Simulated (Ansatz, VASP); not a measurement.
## PbS in VASP and in Ansatz

INCAR

```
PREC = Accurate
ENCUT = 520
EDIFF = 1E-6
ISMEAR = 0
SIGMA = 0.1
LREAL = False
LASPH = True
NELM = 80
ALGO = Normal
ISIF = 2
LWAVE = False
LCHARG = False
GGA = PS
NBANDS = 17
```

KPOINTS

```
Automatic mesh
0
Gamma
  10 10 10
```

POSCAR

```
PbS
1.0
    3.6536590000      0.0000000000      0.0000000000
    0.0000000000      3.6536590000      0.0000000000
    0.0000000000      0.0000000000      3.6536590000
Pb S
1 1
Direct
    0.0000000000      0.0000000000      0.0000000000
    0.5230289690      0.4981908547      0.4660586825
```

Input for Ansatz:

```yaml
crystal:
  lattice:
    - [3.653659, 0.0, 0.0]
    - [0.0, 3.653659, 0.0]
    - [0.0, 0.0, 3.653659]
  atoms:
    - { symbol: Pb, position: [0.0, 0.0, 0.0] }
    - { symbol: S, position: [0.523028969, 0.4981908547, 0.4660586825] }
basis:
  ecutwfc: 420
kpoints:
  mp_grid: { grid: [10, 10, 10] }
hamiltonian:
  xc: pbesol
scf:
  occupations: { method: gaussian, width: 0.1 }
output:
  forces: true
  stress: true
  eigenvalues: true
```

Change from the starting cell: one atom moved.

Alike in both runs: task single point; functional PBEsol; k mesh 10 × 10 × 10; occupations gaussian, width 0.1 eV; no spin polarisation.

|  | VASP | Ansatz |
| --- | --- | --- |
| version | VASP 6.6.1 | Ansatz 0.2.0 |
| potentials or method | VASP PAW PBE potentials, release 64 (Pb_d, S), cutoff 520 eV | scalar-relativistic, plane waves, PAW |
| valence electrons in the cell | 20 | 20 |

|  | VASP | Ansatz | Ansatz less VASP |
| --- | --- | --- | --- |
| gap on the k mesh at the Fermi level (eV) | none | none | - |
| pressure (GPa) | -3.2 | -3.2 | +0.05 |
| traceless stress, the component that is largest in VASP (GPa) | 0.12 | 0.12 | 0.000 |
| rms of the force components (eV/Å) | 0.101 | 0.101 | +0.0001 |

VASP's potentials were made for PBE, not for PBEsol. Atom by atom the forces differ by 0.000 eV/Å (rms over components). A gap of «none» marks a metal or a gap that the smearing closes. With one functional, cell and mesh, what is left measures potentials, basis and numerics.

Spin-orbit coupling is off throughout.
